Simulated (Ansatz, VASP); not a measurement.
Ge in VASP and in Ansatz

The input INCAR:

```
  PREC = Accurate
  ENCUT = 520
  EDIFF = 1E-7
  ISMEAR = 0
  SIGMA = 0.05
  LREAL = False
  LASPH = True
  NELM = 100
  ALGO = Normal
  ISIF = 2
  LWAVE = False
  LCHARG = False
  GGA = PS
  NBANDS = 21
```

KPOINTS

```
Automatic mesh
0
Gamma
  10 10 10
```

File POSCAR:

```
Ge
1.0
    0.0000000000      3.0061654529      3.0061654529
    3.0061654529      0.0000000000      3.0061654529
    3.0061654529      3.0061654529      0.0000000000
Ge
2
Direct
    0.0000000000      0.0000000000      0.0000000000
    0.2500000000      0.2500000000      0.2500000000
```

Input for Ansatz:

```yaml
crystal:
  lattice:
    - [0.0, 3.0061654529, 3.0061654529]
    - [3.0061654529, 0.0, 3.0061654529]
    - [3.0061654529, 3.0061654529, 0.0]
  atoms:
    - { symbol: Ge, position: [0.0, 0.0, 0.0] }
    - { symbol: Ge, position: [0.25, 0.25, 0.25] }
basis:
  ecutwfc: 420
  fft_grid_basis: typed
kpoints:
  mp_grid: { grid: [10, 10, 10] }
hamiltonian:
  xc: pbesol
scf:
  occupations: { method: gaussian, width: 0.05 }
output:
  forces: true
  stress: true
  eigenvalues: true
  bader: true
  write_density: true
  volumetric_format: npy
  elf: true
```

Alike in both runs: task single point; functional PBEsol; k mesh 10 × 10 × 10; occupations gaussian, width 0.05 eV; no spin polarisation.

|  | VASP | Ansatz |
| --- | --- | --- |
| version | VASP 6.6.1 | Ansatz 0.2.0 |
| potentials or method | VASP PAW PBE potentials, release 64 (Ge_d), cutoff 520 eV | scalar-relativistic, plane waves, PAW |
| valence electrons in the cell | 28 | 28 |

VASP gave:

| Item | Value |
| --- | --- |
| gap on the k mesh at the Fermi level (eV) | none |
| pressure (GPa) | -7.7 |

**Question.** Estimate Ansatz's values.

**Answer.** gap on the k mesh at the Fermi level (eV): none; pressure (GPa): -7.6.

VASP's potentials were made for PBE, not for PBEsol. A gap of «none» marks a metal or a gap that the smearing closes.
